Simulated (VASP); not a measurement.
Write the native input for VASP 6.6.1 that does the following.

```
Task                   : single point
Functional             : PBE
Potentials or basis    : VASP PAW PBE potentials, release 64 (Co, O)
Cutoff                 : 520 eV
k mesh                 : 18 × 18 × 18
Occupations            : gaussian, width 0.15 eV
Spin                   : collinear spin, ferromagnetic start
Starting moments       : [2.79, 0.28] μB
Hubbard terms          : Co d U = 3.32 eV
Dipole correction      : no
Further INCAR settings : ALGO = Normal; EDIFF = 1e-06; NBANDS = 18
```

The structure of CoO lies in POSCAR:

```
CoO
1.0
    0.0000000000      2.1356054008      2.1356054008
    2.1356054008      0.0000000000      2.1356054008
    2.1356054008      2.1356054008      0.0000000000
Co O
1 1
Direct
    0.0000000000      0.0000000000      0.0000000000
    0.5000000000      0.5000000000      0.5000000000
```

The input as run:

INCAR

```
  PREC = Accurate
  ENCUT = 520
  EDIFF = 1E-6
  ISMEAR = 0
  SIGMA = 0.15
  LREAL = False
  LASPH = True
  NELM = 150
  ALGO = Normal
  ISIF = 2
  LWAVE = False
  LCHARG = True
  ISPIN = 2
  MAGMOM = 2.79 0.28
  LORBIT = 11
  LMAXMIX = 4
  LDAU = True
  LDAUTYPE = 2
  LDAUL = 2 -1
  LDAUU = 3.32 0
  LDAUJ = 0 0
  LDAUPRINT = 1
  GGA = PE
  LELF = True
  LVHAR = True
  NBANDS = 18
```

KPOINTS

```
regular mesh
0
Gamma
  18 18 18
```

Potentials or basis: VASP PAW PBE potentials, release 64 (Co, O).

Command:

```bash
$ cat potpaw_PBE.64/Co/POTCAR potpaw_PBE.64/O/POTCAR > POTCAR
$ mpirun -np 1 vasp_std > vasp.out
```

It gave:

```
Pressure                                              : -2.9 GPa
Band gap on the k mesh                                : zero (filled and empty bands overlap)
Net moment                                            : 3.00 μB per cell
Site moments                                          : Co +2.73; O +0.26 μB
Valence electrons inside the program's atomic spheres : Co 7.79; O 5.00
```

Caveat: a cell with one magnetic atom can't hold antiferromagnetic order, which such compounds often take.

Run time: 5.3 min on 1 thread of AMD EPYC 7R13 (shared host), peak memory 0.2 GiB.
